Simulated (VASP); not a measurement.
# Eu (Im-3m) in VASP: notebook, part 2 of 2

VASP 6.6.1.

## Step 4: Single point, r2SCAN, collinear spin, ferromagnetic start

This run uses another cell than the first one, of 49.84 Å³/atom.

File POSCAR:

```
Eu
1.0
   -2.3182521001      2.3182521001      2.3182521001
    2.3182521001     -2.3182521001      2.3182521001
    2.3182521001      2.3182521001     -2.3182521001
Eu
1
Direct
    0.0000000000      0.0000000000      0.0000000000
```

File INCAR.step1:

```
SYSTEM = Eu
PREC     = Accurate       ! precision mode
ENCUT    = 520            ! plane-wave cutoff, eV
ISMEAR   = -1             ! smearing method
SIGMA    = 0.05           ! smearing width, eV
LREAL    = .FALSE.        ! projectors in reciprocal space
LASPH    = .TRUE.         ! aspherical terms in the spheres
NELM     = 150            ! most SCF steps
ISPIN    = 2              ! spin polarisation
MAGMOM   = 7              ! initial moments
LMAXMIX  = 6              ! l up to which the mixer works
NBANDS   = 18             ! bands
GGA      = PE             ! functional
ALGO     = Normal         ! electronic algorithm
EDIFF    = 1E-4           ! SCF threshold, eV
LWAVE    = .TRUE.         ! write WAVECAR
LCHARG   = .FALSE.        ! write CHGCAR
```

File INCAR.step2:

```
SYSTEM = Eu
PREC     = Accurate       ! precision mode
ENCUT    = 520            ! plane-wave cutoff, eV
EDIFF    = 1E-6           ! SCF threshold, eV
ISMEAR   = -1             ! smearing method
SIGMA    = 0.05           ! smearing width, eV
LREAL    = .FALSE.        ! projectors in reciprocal space
LASPH    = .TRUE.         ! aspherical terms in the spheres
NELM     = 150            ! most SCF steps
ALGO     = Normal         ! electronic algorithm
ISIF     = 2              ! what is computed and relaxed
LWAVE    = .FALSE.        ! write WAVECAR
LCHARG   = .TRUE.         ! write CHGCAR
ISPIN    = 2              ! spin polarisation
MAGMOM   = 7              ! initial moments
LORBIT   = 11             ! projections on sites
LMAXMIX  = 6              ! l up to which the mixer works
METAGGA  = R2SCAN         ! meta-GGA
LMIXTAU  = .TRUE.       
LELF     = .TRUE.         ! ELF
LVHAR    = .TRUE.       
NBANDS   = 18             ! bands
ISTART   = 1
```

File KPOINTS:

```
Automatic mesh
0
G
  8 8 8
  0 0 0
```

Potentials or basis: VASP PAW PBE potentials, release 64 (Eu).

Launch:

```console
$ cat potpaw_PBE.64/Eu/POTCAR > POTCAR
$ cp INCAR.step1 INCAR
$ mpirun -np 1 vasp_std > vasp.out
$ cp INCAR.step2 INCAR
$ mpirun -np 1 vasp_std > vasp.out
```

OUTCAR:

```text
SYSTEM = Eu
   PREC = Accurate
   ENCUT = 520
   EDIFF = 1E-6
   ISMEAR = -1
   LREAL = .FALSE.
   LASPH = .TRUE.
   NELM = 150
   ISIF = 2
   ISPIN = 2
   LORBIT = 11
   METAGGA = R2SCAN
   ISTART = 1

 ion  position               nearest neighbor table
   1  0.000  0.000  0.000-

  LATTYP: Found a body centered cubic cell.
 ALAT       =     4.6365042002

  Lattice vectors:

 A1 = (  -2.3182521001,   2.3182521001,   2.3182521001)
 A2 = (   2.3182521001,  -2.3182521001,   2.3182521001)
 A3 = (   2.3182521001,   2.3182521001,  -2.3182521001)

Analysis of symmetry for initial positions (statically):
=====================================================================
 Subroutine PRICEL returns:
 Original cell was already a primitive cell.

 Routine SETGRP: Setting up the symmetry group for a
 body centered cubic supercell.

 Subroutine GETGRP returns: Found 48 space group operations
 (whereof 48 operations were pure point group operations)
 out of a pool of 48 trial point group operations.

The static configuration has the point symmetry O_h .

Analysis of symmetry for dynamics (positions and initial velocities):
=====================================================================
 Subroutine PRICEL returns:
 Original cell was already a primitive cell.

 Routine SETGRP: Setting up the symmetry group for a
 body centered cubic supercell.

 Subroutine GETGRP returns: Found 48 space group operations
 (whereof 48 operations were pure point group operations)
 out of a pool of 48 trial point group operations.

The dynamic configuration has the point symmetry O_h .

Analysis of structural, dynamic, and magnetic symmetry:
=====================================================================
 Subroutine PRICEL returns:
 Original cell was already a primitive cell.

 Routine SETGRP: Setting up the symmetry group for a
 body centered cubic supercell.

 Subroutine GETGRP returns: Found 48 space group operations
 (whereof 48 operations were pure point group operations)
 out of a pool of 48 trial point group operations.

The overall configuration has the point symmetry O_h .

 Subroutine INISYM returns: Found 48 space group operations
 (whereof 48 operations are pure point group operations),
 and found     1 'primitive' translations

----------------------------------------------------------------------------------------

                                     Primitive cell

  volume of cell :      49.8359

  direct lattice vectors                    reciprocal lattice vectors
    -2.318252100  2.318252100  2.318252100     0.000000000  0.215679736  0.215679736
     2.318252100 -2.318252100  2.318252100     0.215679736  0.000000000  0.215679736
     2.318252100  2.318252100 -2.318252100     0.215679736  0.215679736  0.000000000

  length of vectors
     4.015330422  4.015330422  4.015330422     0.305017207  0.305017207  0.305017207

  position of ions in fractional coordinates (direct lattice)
     0.000000000  0.000000000  0.000000000

  ion indices of the primitive-cell ions
   primitive index   ion index
                 1           1

----------------------------------------------------------------------------------------

 KPOINTS: Automatic mesh

Automatic generation of k-mesh.
 Grid dimensions read from file:
[... 47 lines left out ...]
   k-points           NKPTS =     29   k-points in BZ     NKDIM =     29   number of bands    NBANDS=     18
   number of dos      NEDOS =    301   number of ions     NIONS =      1
   total plane-waves  NPLWV =  27000
   dimension x,y,z NGX =    30 NGY =   30 NGZ =   30
   dimension x,y,z NGXF=    60 NGYF=   60 NGZF=   60
   ions per type =               1
   NGX,Y,Z   is equivalent  to a cutoff of  12.42, 12.42, 12.42 a.u.
   NGXF,Y,Z  is equivalent  to a cutoff of  24.84, 24.84, 24.84 a.u.
 SYSTEM =  Eu
   PREC   = accura    normal or accurate (medium, high low for compatibility)
   ISTART =      1    job   : 0-new  1-cont  2-samecut
   ICHARG =      0    charge: 1-file 2-atom 10-const
   ISPIN  =      2    spin polarized calculation?
   LNONCOLLINEAR =      F non collinear calculations
   LSORBIT =      F    spin-orbit coupling
   LASPH  =      T    aspherical Exc in radial PAW
   ENCUT  =  520.0 eV  38.22 Ry    6.18 a.u.   7.47  7.47  7.47*2*pi/ulx,y,z
   NELM   =    150;   NELMIN=  2; NELMDL=  0     # of ELM steps
   EDIFF  = 0.1E-05   stopping-criterion for ELM
   LREAL  =      F    real-space projection
   EDIFFG = 0.1E-04   stopping-criterion for IOM
   NSW    =      0    number of steps for IOM
   IBRION =     -1    ionic relax: 0-MD 1-quasi-New 2-CG
   NFREE  =      0    steps in history (QN), initial steepest desc. (CG)
   ISIF   =      2    stress and relaxation
   ISYM   =      2    0-nonsym 1-usesym 2-fastsym
   POTIM  = 0.5000    time-step for ionic-motion
   TEBEG  =    0.0;   TEEND  =   0.0 temperature during run
   PSTRESS=    0.0 pullay stress
   NELECT =      17.0000    total number of electrons
   NUPDOWN=      -1.0000    fix difference up-down
   EMIN   =  10.00;   EMAX   =-10.00  energy-range for DOS
   EFERMI =   0.00;   METHOD = LEGACY
   ISMEAR =    -1;   SIGMA  =   0.05  broadening in eV -4-tet -1-fermi 0-gaus
   EFERMI_NEDOS =   21; number of points for ismear=-14 and -15
   IALGO  =     38    algorithm
   IMIX   =      4    mixing-type and parameters
     AMIX     =   0.40;   BMIX     =  1.00
     AMIX_MAG =   1.60;   BMIX_MAG =  1.00
  volume/ion in A,a.u.               =      49.84       336.31
  Fermi-wavevector in a.u.,A,eV,Ry     =   1.143871  2.161603 17.802427  1.308441
  Thomas-Fermi vector in A             =   2.280565
   LORBIT       =     11    0 simple, 1 ext, 2 COOP (PROOUT), +10 PAW based schemes
   METAGGA = R2SCAN    functional components
   LHFCALC =     F    Hartree Fock is set to
   AEXX    =    0.0000 exact exchange contribution
   IVDW    =     0    specifies the selected vdW correction
   LEPSILON=     F    determine dielectric tensor
   LRPA    =     F    only Hartree local field effects (RPA)
 spin polarized calculation
  energy-cutoff  :      520.00
  volume of cell :       49.84
 maximum number of plane-waves:      1409
 NGX is ok and might be reduce to    30
   NGX = 15   NGY = 15   NGZ = 15

 number of electron      17.0000002 magnetization       7.7205663

 Free energy of the ion-electron system (eV)
  ---------------------------------------------------
  ext. energy  EPLUGINS =         0.00000000
  ---------------------------------------------------
  free energy    TOTEN  =       -39.63139388 eV

  energy without entropy =      -39.61704826  energy(sigma->0) =      -39.62422107

 E-fermi :   1.4876     XC(G=0):  -8.5968

 val. band max:        1.4726928888   @ k =  -0.3750   0.3750   0.2500
 cond. band min:       1.5406405698   @ k =  -0.3750   0.3750   0.2500
 fundamental gap:      0.0679476809
 Fermi energy:         1.4876131281

 spin component 1

 k-point     1 :       0.0000    0.0000    0.0000
  band No.  band energies     occupation
      1     -41.7556      1.00000
      2     -19.8058      1.00000
      3     -19.8058      1.00000
      4     -19.8058      1.00000
      5      -3.0687      1.00000
      6       0.9113      0.99999
[... 493 lines left out ...]
     17       5.6466      0.00000
     18       8.7612      0.00000

 [... further k-points ...]

 spin component 2

 k-point     1 :       0.0000    0.0000    0.0000
  band No.  band energies     occupation
      1     -37.9829      1.00000
      2     -17.0935      1.00000
      3     -17.0935      1.00000
      4     -17.0935      1.00000
      5      -1.6113      1.00000
      6       4.6240      0.00000
[... 493 lines left out ...]
     17       7.7832      0.00000
     18      10.4876      0.00000

 [... further k-points ...]
[... 5 lines left out ...]
  --------------------------------------------------------------------------------------
  -------------------------------------------------------------------------------------
  Total       -0.5432284     -0.5432284     -0.5432284      0.0000000     -0.0000000      0.0000000
  in kB      -17.4642944    -17.4642944    -17.4642944      0.0000000     -0.0000000      0.0000000
  external PRESSURE =     -17.4642944 kB  Pullay stress =       0.0000000 kB

 VOLUME and BASIS-vectors are now :
 -----------------------------------------------------------------------------
  energy-cutoff  :      520.00
  volume of cell :       49.84
      direct lattice vectors                 reciprocal lattice vectors
    -2.318252100  2.318252100  2.318252100     0.000000000  0.215679736  0.215679736
     2.318252100 -2.318252100  2.318252100     0.215679736  0.000000000  0.215679736
     2.318252100  2.318252100 -2.318252100     0.215679736  0.215679736  0.000000000

 POSITION                                       TOTAL-FORCE (eV/Angst)
 -----------------------------------------------------------------------------------
      0.00000      0.00000      0.00000        -0.000000     -0.000000      0.000000
 -----------------------------------------------------------------------------------
    total drift:                               -0.000000     -0.000000      0.000000

  FREE ENERGIE OF THE ION-ELECTRON SYSTEM (eV)
  ---------------------------------------------------
  free  energy   TOTEN  =       -39.6313938826 eV

  energy  without entropy=      -39.6170482565  energy(sigma->0) =      -39.62422107

 total charge

# of ion       s       p       d       f       tot
--------------------------------------------------
    1        2.075   5.771   0.218   6.711  14.776

 magnetization (x)

# of ion       s       p       d       f       tot
--------------------------------------------------
    1       -0.012  -0.158   0.154   6.711   6.695
```

Wall time 4.7 min (1 thread of AMD EPYC 7R13, shared host); peak memory 0.23 GiB.

What came out:

```
Free energy                                           : -39.6314 eV
Pressure                                              : -1.7 GPa
Net moment                                            : 7.72 μB per cell
Site moments                                          : Eu +6.70 μB
Valence electrons inside the program's atomic spheres : Eu 14.78
```

Caveat: the PAW data sets were made with another functional, which shifts forces and pressure a little; spin-orbit coupling is left out, which moves the levels of the heavy elements; semilocal functionals describe open f shells poorly, which spoils levels, moments and volumes.

## Step 5: Single point, r2SCAN, collinear spin, ferromagnetic start

This run uses another cell than the first one, of 50.81 Å³/atom.

File POSCAR:

```
Eu
1.0
   -2.3333061070      2.3333061070      2.3333061070
    2.3333061070     -2.3333061070      2.3333061070
    2.3333061070      2.3333061070     -2.3333061070
Eu
1
Direct
    0.0000000000      0.0000000000      0.0000000000
```

File INCAR.step1:

```
SYSTEM = Eu
ALGO = Normal
EDIFF = 1E-4
ENCUT = 520
GGA = PE
ISMEAR = -1
ISPIN = 2
LASPH = .TRUE.
LCHARG = .FALSE.
LMAXMIX = 6
LREAL = .FALSE.
LWAVE = .TRUE.
MAGMOM = 7
NBANDS = 18
NELM = 150
PREC = Accurate
SIGMA = 0.05
```

File INCAR.step2:

```
SYSTEM = Eu
ALGO = Normal
EDIFF = 1E-6
ENCUT = 520
ISIF = 2
ISMEAR = -1
ISPIN = 2
ISTART = 1
LASPH = .TRUE.
LCHARG = .TRUE.
LELF = .TRUE.
LMAXMIX = 6
LMIXTAU = .TRUE.
LORBIT = 11
LREAL = .FALSE.
LVHAR = .TRUE.
LWAVE = .FALSE.
MAGMOM = 7
METAGGA = R2SCAN
NBANDS = 18
NELM = 150
PREC = Accurate
SIGMA = 0.05
```

File KPOINTS:

```
k-points
0
G
  8 8 8
  0 0 0
```

Launch:

```console
$ cat potpaw_PBE.64/Eu/POTCAR > POTCAR
$ cp INCAR.step1 INCAR
$ mpirun -np 1 vasp_std > vasp.out
$ cp INCAR.step2 INCAR
$ mpirun -np 1 vasp_std > vasp.out
```

Wall time 5.1 min (1 thread of AMD EPYC 7R13, shared host); peak memory 0.23 GiB.

The run converged. Its results:

| Property | Result |
| --- | --- |
| Free energy | -39.6210 eV |
| Pressure | -1.9 GPa |
| Net moment | 7.71 μB per cell |
| Site moments | Eu +6.69 μB |
| Valence electrons inside the program's atomic spheres | Eu 14.78 |

Levels at points of the mesh, in eV from the Fermi level:
Spin up:
```csv
k point,band 10,band 11,band 12,band 13,band 14,band 15
"(0.00, 0.00, 0.00)",-0.50,-0.50,-0.48,1.93,1.93,1.93
"(0.50, 0.00, 0.00)",-0.49,-0.48,-0.46,0.11,0.65,3.18
"(0.50, 0.50, 0.50)",-0.59,-0.43,-0.43,-0.43,4.16,4.16
```
Spin down:
```
           k point  band 1  band 2  band 3  band 4  band 5  band 6  band 7  band 8  band 9  band 10
(0.00, 0.00, 0.00)  -39.48  -18.60  -18.60  -18.60   -3.09    3.12    3.12    3.12    4.83     4.83
(0.50, 0.00, 0.00)  -39.46  -18.92  -18.71  -18.60   -0.40    1.44    1.78    4.65    5.23     5.37
(0.50, 0.50, 0.50)  -39.44  -18.83  -18.83  -18.83    0.36    0.36    4.71    4.71    4.71     5.65
```

Caveat: the PAW data sets were made with another functional, which shifts forces and pressure a little; spin-orbit coupling is left out, which moves the levels of the heavy elements; semilocal functionals describe open f shells poorly, which spoils levels, moments and volumes. The state reached can hang on the start; a lower one may exist.

## Step 6: Summary

```tsv
cell	gap on the mesh (eV)	pressure (GPa)	moment (μB)
a = 3.935 Å, angles 109.5°, 1 atom	none	-1.1	7.76
a = 3.962 Å, angles 109.5°, 1 atom	none	-1.4	7.74
a = 4.015 Å, angles 109.5°, 1 atom	none	-1.7	7.72
a = 4.041 Å, angles 109.5°, 1 atom	none	-1.9	7.71
```

Alike in all rows: task single point; level r2SCAN; potentials or basis VASP PAW PBE potentials, release 64 (Eu); spin collinear, ferromagnetic start; k mesh 8 × 8 × 8; cutoff (eV) 520; smearing fermi-dirac 0.05 eV.

Caveats: the PAW data sets were made with another functional, which shifts forces and pressure a little; spin-orbit coupling is left out, which moves the levels of the heavy elements; semilocal functionals describe open f shells poorly, which spoils levels, moments and volumes.

Total energies depend on the potentials used, so only differences within one code and one set of settings carry meaning.

The gap in the log of VASP goes by the Fermi energy; the results here count the filled bands.